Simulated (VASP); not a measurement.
# Rb (Im-3m) in VASP: notebook

Runs on Rb. Level: LDA. Tasks: single point, relaxation of volume and atoms at fixed shape.

Program: VASP 6.6.1. These are calculated values, not measurements. Logs are shortened: lines on timing, memory, paths and dates and some standing lists are left out, and cuts for length are marked.

## 1. The cell of the first run

The structure is cubic, space group Im-3m (No. 229). Conventional cell: a = 5.395 Å, b = 5.395 Å, c = 5.395 Å, α = 90.00°, β = 90.00°, γ = 90.00°.

## 2. Single point, LDA

The input, INCAR:

```
SYSTEM = Rb
ALGO = Normal ; EDIFF = 1E-7
ENCUT = 520 ; GGA = CA
ISIF = 2 ; ISMEAR = 0
LASPH = .TRUE. ; LCHARG = .FALSE.
LREAL = .FALSE. ; LWAVE = .FALSE.
NBANDS = 10 ; NELM = 80
PREC = Accurate ; SIGMA = 0.1
```

The input, KPOINTS:

```
k-points
0
G
  6 6 6
  0 0 0
```

The input, POSCAR:

```
Rb
1.0
   -2.6975652005      2.6975652005      2.6975652005
    2.6975652005     -2.6975652005      2.6975652005
    2.6975652005      2.6975652005     -2.6975652005
Rb
1
Direct
    0.0000000000      0.0000000000      0.0000000000
```

Potentials or basis: VASP PAW LDA potentials, release 64 (Rb_sv).

On the command line:

```
$ cat potpaw_LDA.64/Rb_sv/POTCAR > POTCAR
$ mpirun -np 1 vasp_std > vasp.out
```

OUTCAR:

```text
SYSTEM = Rb
   EDIFF = 1E-7
   ENCUT = 520
   GGA = CA
   ISIF = 2
   ISMEAR = 0
   LASPH = .TRUE.
   LREAL = .FALSE.
   NELM = 80
   PREC = Accurate

 ion  position               nearest neighbor table
   1  0.000  0.000  0.000-

  LATTYP: Found a body centered cubic cell.
 ALAT       =     5.3951304010

  Lattice vectors:

 A1 = (  -2.6975652005,   2.6975652005,   2.6975652005)
 A2 = (   2.6975652005,  -2.6975652005,   2.6975652005)
 A3 = (   2.6975652005,   2.6975652005,  -2.6975652005)

Analysis of symmetry for initial positions (statically):
=====================================================================
 Subroutine PRICEL returns:
 Original cell was already a primitive cell.

 Routine SETGRP: Setting up the symmetry group for a
 body centered cubic supercell.

 Subroutine GETGRP returns: Found 48 space group operations
 (whereof 48 operations were pure point group operations)
 out of a pool of 48 trial point group operations.

The static configuration has the point symmetry O_h .

Analysis of symmetry for dynamics (positions and initial velocities):
=====================================================================
 Subroutine PRICEL returns:
 Original cell was already a primitive cell.

 Routine SETGRP: Setting up the symmetry group for a
 body centered cubic supercell.

 Subroutine GETGRP returns: Found 48 space group operations
 (whereof 48 operations were pure point group operations)
 out of a pool of 48 trial point group operations.

The dynamic configuration has the point symmetry O_h .

 Subroutine INISYM returns: Found 48 space group operations
 (whereof 48 operations are pure point group operations),
 and found     1 'primitive' translations

----------------------------------------------------------------------------------------

                                     Primitive cell

  volume of cell :      78.5192

  direct lattice vectors                    reciprocal lattice vectors
    -2.697565201  2.697565201  2.697565201     0.000000000  0.185352332  0.185352332
     2.697565201 -2.697565201  2.697565201     0.185352332  0.000000000  0.185352332
     2.697565201  2.697565201 -2.697565201     0.185352332  0.185352332  0.000000000

  length of vectors
     4.672319984  4.672319984  4.672319984     0.262127781  0.262127781  0.262127781

  position of ions in fractional coordinates (direct lattice)
[... 70 lines left out ...]
   EDIFFG = 0.1E-05   stopping-criterion for IOM
   NSW    =      0    number of steps for IOM
   IBRION =     -1    ionic relax: 0-MD 1-quasi-New 2-CG
   NFREE  =      0    steps in history (QN), initial steepest desc. (CG)
   ISIF   =      2    stress and relaxation
   ISYM   =      2    0-nonsym 1-usesym 2-fastsym
   POTIM  = 0.5000    time-step for ionic-motion
   TEBEG  =    0.0;   TEEND  =   0.0 temperature during run
   PSTRESS=    0.0 pullay stress
   NELECT =       9.0000    total number of electrons
   NUPDOWN=      -1.0000    fix difference up-down
   EMIN   =  10.00;   EMAX   =-10.00  energy-range for DOS
   EFERMI =   0.00;   METHOD = LEGACY
   ISMEAR =     0;   SIGMA  =   0.10  broadening in eV -4-tet -1-fermi 0-gaus
   EFERMI_NEDOS =   21; number of points for ismear=-14 and -15
   IALGO  =     38    algorithm
   IMIX   =      4    mixing-type and parameters
     AMIX     =   0.40;   BMIX     =  1.00
     AMIX_MAG =   1.60;   BMIX_MAG =  1.00
  volume/ion in A,a.u.               =      78.52       529.87
  Fermi-wavevector in a.u.,A,eV,Ry     =   0.795238  1.502782  8.604369  0.632403
  Thomas-Fermi vector in A             =   1.901527
   LORBIT       =      0    0 simple, 1 ext, 2 COOP (PROOUT), +10 PAW based schemes
   GGA     = CA    functional components
   LHFCALC =     F    Hartree Fock is set to
   AEXX    =    0.0000 exact exchange contribution
   IVDW    =     0    specifies the selected vdW correction
   LEPSILON=     F    determine dielectric tensor
   LRPA    =     F    only Hartree local field effects (RPA)
 non-spin polarized calculation
 Gauss-broadening in eV      SIGMA  =   0.10
  energy-cutoff  :      520.00
  volume of cell :       78.52
 maximum number of plane-waves:      2136
   NGX = 17   NGY = 17   NGZ = 17

 number of electron       9.0000000 magnetization

 Free energy of the ion-electron system (eV)
  ---------------------------------------------------
  ext. energy  EPLUGINS =         0.00000000
  ---------------------------------------------------
  free energy    TOTEN  =        -1.04656952 eV

  energy without entropy =       -1.03399156  energy(sigma->0) =       -1.04028054

 E-fermi :   0.1475     XC(G=0):  -6.0669

 val. band max:       -0.0651031302   @ k =   0.1667   0.1667   0.1667
 cond. band min:       0.1590574884   @ k =   0.3333   0.1667   0.0000
 fundamental gap:      0.2241606186
 Fermi energy:         0.1475460032

 k-point     1 :       0.0000    0.0000    0.0000
  band No.  band energies     occupation
      1     -28.5895      2.00000
      2     -12.6703      2.00000
      3     -12.6703      2.00000
      4     -12.6703      2.00000
      5      -2.0547      2.00000
      6       3.8402      0.00000
      7       3.8402      0.00000
      8       3.8402      0.00000
      9       4.9294      0.00000
     10       4.9294      0.00000
[... 183 lines left out ...]
 k-point    16 :       0.5000    0.5000    0.5000
  band No.  band energies     occupation
      1     -28.5738      2.00000
      2     -12.7853      2.00000
      3     -12.7853      2.00000
      4     -12.7853      2.00000
      5       1.2939      0.00000
      6       1.2939      0.00000
      7       3.7822      0.00000
      8       3.7822      0.00000
      9       3.7822      0.00000
     10       5.5826      0.00000

------------------------ aborting loop because EDIFF is reached ----------------------------------------

  FORCE on cell =-STRESS in cart. coord.  units (eV):
  Direction    XX          YY          ZZ          XY          YZ          ZX
  --------------------------------------------------------------------------------------
  -------------------------------------------------------------------------------------
  Total       -0.0079066     -0.0079066     -0.0079066     -0.0000000      0.0000000     -0.0000000
  in kB       -0.1613327     -0.1613327     -0.1613327     -0.0000000      0.0000000     -0.0000000
  external PRESSURE =      -0.1613327 kB  Pullay stress =       0.0000000 kB

 VOLUME and BASIS-vectors are now :
 -----------------------------------------------------------------------------
  energy-cutoff  :      520.00
  volume of cell :       78.52
      direct lattice vectors                 reciprocal lattice vectors
    -2.697565201  2.697565201  2.697565201     0.000000000  0.185352332  0.185352332
     2.697565201 -2.697565201  2.697565201     0.185352332  0.000000000  0.185352332
     2.697565201  2.697565201 -2.697565201     0.185352332  0.185352332  0.000000000

 POSITION                                       TOTAL-FORCE (eV/Angst)
 -----------------------------------------------------------------------------------
      0.00000      0.00000      0.00000         0.000000      0.000000     -0.000000
 -----------------------------------------------------------------------------------
    total drift:                               -0.000000      0.000000      0.000000

  FREE ENERGIE OF THE ION-ELECTRON SYSTEM (eV)
  ---------------------------------------------------
  free  energy   TOTEN  =        -1.0465695160 eV

  energy  without entropy=       -1.0339915609  energy(sigma->0) =       -1.04028054
```

OSZICAR:

```text
N       E                     dE             d eps       ncg     rms          rms(c)
DAV:   1     0.335229450680E+02    0.33523E+02   -0.33494E+03   320   0.659E+02
DAV:   2     0.875999126041E+00   -0.32647E+02   -0.31934E+02   346   0.124E+02
DAV:   3    -0.988229106947E+00   -0.18642E+01   -0.18461E+01   446   0.269E+01
DAV:   4    -0.104594667832E+01   -0.57718E-01   -0.57691E-01   428   0.470E+00
DAV:   5    -0.104818289950E+01   -0.22362E-02   -0.22362E-02   436   0.653E-01    0.148E+00
DAV:   6    -0.104686760540E+01    0.13153E-02   -0.24223E-03   428   0.270E-01    0.903E-01
DAV:   7    -0.104655200541E+01    0.31560E-03   -0.34752E-03   432   0.306E-01    0.554E-02
DAV:   8    -0.104656490024E+01   -0.12895E-04   -0.19401E-04   376   0.101E-01    0.987E-03
DAV:   9    -0.104656933074E+01   -0.44305E-05   -0.10296E-05   458   0.197E-02    0.676E-03
DAV:  10    -0.104656949977E+01   -0.16903E-06   -0.23746E-06   444   0.819E-03    0.146E-03
DAV:  11    -0.104656951599E+01   -0.16218E-07   -0.90495E-08   264   0.190E-03
   1 F= -.10465695E+01 E0= -.10402805E+01  d E =-.125780E-01
```

stdout:

```text
POSCAR found type information on POSCAR Rb
 POSCAR found :  1 types and       1 ions
 scaLAPACK will be used
 LDA part: xc-table for (Slater(with rela. corr.)+CA(PZ))
 , standard interpolation
 POSCAR, INCAR and KPOINTS ok, starting setup
 FFT: planning ... GRIDC
 FFT: planning ... GRID_SOFT
 FFT: planning ... GRID
 WAVECAR not read
 entering main loop
```

Wall time 4.4 s (1 thread of Intel Xeon 6975P-C (Granite Rapids), shared host); peak memory 0.17 GiB.

What came out:

* Free energy: -1.0466 eV
* Pressure: 0.0 GPa

## 3. Relaxation of volume and atoms at fixed shape, LDA

This run uses another cell than the first one, of 88.04 Å³/atom, 1.121 times its volume.

The input, INCAR:

```
SYSTEM = Rb
  PREC = Accurate
  ENCUT = 600
  EDIFF = 1E-7
  ISMEAR = 0
  SIGMA = 0.1
  LREAL = .FALSE.
  LASPH = .TRUE.
  NELM = 80
  ALGO = Normal
  ISIF = 8
  LWAVE = .FALSE.
  LCHARG = .FALSE.
  IBRION = 2
  NSW = 80
  EDIFFG = -0.01
```

The input, KPOINTS:

```
Automatic mesh
0
G
  6 6 6
  0 0 0
```

The input, POSCAR:

```
Rb
1.0
   -2.8025000000      2.8025000000      2.8025000000
    2.8025000000     -2.8025000000      2.8025000000
    2.8025000000      2.8025000000     -2.8025000000
Rb
1
Direct
    0.0000000000      0.0000000000      0.0000000000
```

Potentials or basis: VASP PAW LDA potentials, release 64 (Rb_sv).

On the command line:

```
$ cat potpaw_LDA.64/Rb_sv/POTCAR > POTCAR
$ mpirun -np 1 vasp_std > vasp.out
```

It took 26 s on 1 thread of Intel Xeon 6975P-C (Granite Rapids), shared host; peak memory 0.19 GiB.

The run converged. Its results:

```
Free energy                            : -1.0467 eV
Relaxed volume                         : 78.09 Å³/atom
Relaxed cell                           : a = 4.664 Å, b = 4.664 Å, c = 4.664 Å, α = 109.47°, β = 109.47°, γ = 109.47°
Space group after relaxing (to 0.05 Å) : Im-3m (No. 229)
Energy gained by relaxing              : 11.3 meV/atom
Ionic steps                            : 4
Pressure after relaxing                : 0.0 GPa
```

Step by step:
```
step  energy change (eV)  largest force (eV/Å)  pressure (GPa)  volume (Å³)
   1              0.0000                0.0000           -0.33        88.04
   2             -0.0044                0.0000           -0.27        85.73
   3             -0.0107                0.0000           -0.08        80.26
   4             -0.0113                0.0000            0.00        78.09
```

Final structure:
```cif
data_structure
_symmetry_space_group_name_H-M 'P 1'
_symmetry_Int_Tables_number 1
_cell_length_a 4.6637
_cell_length_b 4.6637
_cell_length_c 4.6637
_cell_angle_alpha 109.471
_cell_angle_beta 109.471
_cell_angle_gamma 109.471
_cell_volume 78.09
loop_
_atom_site_label
_atom_site_type_symbol
_atom_site_fract_x
_atom_site_fract_y
_atom_site_fract_z
_atom_site_occupancy
Rb1 Rb 0.00000 0.00000 0.00000 1
```

Levels at points of the mesh, in eV from the Fermi level:
```tsv
k point	band 1	band 2	band 3	band 4	band 5	band 6	band 7	band 8
(0.00, 0.00, 0.00)	-28.73	-12.81	-12.81	-12.81	-2.21	3.70	3.70	3.70
(0.50, 0.00, 0.00)	-28.73	-12.98	-12.87	-12.82	0.14	0.95	2.53	4.46
(0.50, 0.50, 0.50)	-28.72	-12.93	-12.93	-12.93	1.14	1.14	3.65	3.65
```

Caveat: the volume moved by -11 % from the deposited cell, more than functionals usually miss. Zero-point motion and thermal expansion aren't in these numbers.
